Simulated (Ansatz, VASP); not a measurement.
## Two plane-wave programs on C

Contents of INCAR:

```
ALGO = Normal
EDIFF = 1E-6
ENCUT = 600
GGA = PS
GGA_COMPAT = False
ISIF = 2
ISMEAR = -1
LASPH = True
LCHARG = False
LREAL = False
LWAVE = False
NBANDS = 11
NELM = 120
PREC = Accurate
SIGMA = 0.05
```

Contents of KPOINTS:

```
k-points
0
Gamma
  11 11 11
```

POSCAR

```
C
1.0
    0.0000000000      1.7833700000      1.8190374000
    1.7833700000      0.0000000000      1.8190374000
    1.7833700000      1.7833700000      0.0000000000
C
2
Direct
    0.7500000000      0.7500000000      0.7500000000
    0.5000000000      0.5000000000      0.5000000000
```

The input input.yaml:

```yaml
crystal:
  lattice:
    - [0.0, 1.78337, 1.8190374]
    - [1.78337, 0.0, 1.8190374]
    - [1.78337, 1.78337, 0.0]
  atoms:
    - { symbol: C, position: [0.75, 0.75, 0.75] }
    - { symbol: C, position: [0.5, 0.5, 0.5] }
hamiltonian:
  xc: pbesol
  pseudopotentials: { kind: paw }
kpoints:
  mp_grid: { grid: [11, 11, 11] }
scf:
  occupations: { method: fermi_dirac, width: 0.05 }
output:
  forces: true
  stress: true
  eigenvalues: true
  write_density: true
  write_potential: true
  elf: true
  volumetric_format: npy
```

Alike in both runs: task single point; functional PBEsol; k mesh 11 × 11 × 11; occupations fermi-dirac, width 0.05 eV; no spin polarisation.

|  | VASP | Ansatz |
| --- | --- | --- |
| version | VASP 6.6.1 | Ansatz 0.2.0 |
| potentials or method | VASP PAW PBE potentials, release 64 (C) | Ansatz PAW |
| plane-wave cutoff (eV) | 600 | 420 |
| valence electrons in the cell | 8 | 8 |

```tsv
	VASP	Ansatz	Ansatz less VASP
gap on the k mesh at the Fermi level (eV)	3.71	3.71	+0.006
least direct gap on the mesh (eV)	5.31	5.31	+0.002
pressure (GPa)	-12.7	-13.0	-0.33
traceless stress, the component that is largest in VASP (GPa)	-12.13	-12.13	+0.002
```

VASP's potentials were made for PBE, not for PBEsol.

Noted on Ansatz's run: Pulay correction over one GPa; odd divisions of the mesh miss points on the zone boundary, where band edges often lie, so the gap on the mesh can be too wide.
